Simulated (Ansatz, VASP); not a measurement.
# One calculation of PbSe, two programs

```
Pb Se
1.0
     0.00000    3.12221    3.12221
     3.12221    0.00000    3.12221
     3.12221    3.12221    0.00000
Pb Se
1 1
Direct
  0.00000 0.00000 0.00000
  0.50000 0.50000 0.50000
```

Change from the starting cell: volume scaled by 1.06, crystal datasets.

Alike in both runs: task electric field gradients; functional PBEsol; k mesh 9 × 9 × 9; occupations fermi-dirac, width 0.01 eV; no spin polarisation.

|  | VASP | Ansatz |
| --- | --- | --- |
| version | VASP 6.6.1 | Ansatz 0.2.0 |
| potentials or method | VASP PAW PBE potentials, release 64 (Pb_d, Se), cutoff 400 eV | all-electron PAW with datasets made for the crystal, scalar-relativistic |

|  | VASP | Ansatz | Ansatz less VASP |
| --- | --- | --- | --- |
| pressure (GPa) | -3.2 | -3.2 | +0.02 |

VASP's potentials were made for PBE, not for PBEsol. Ansatz ran all-electron here, and VASP with PAW potentials.

Spin-orbit coupling is off throughout.
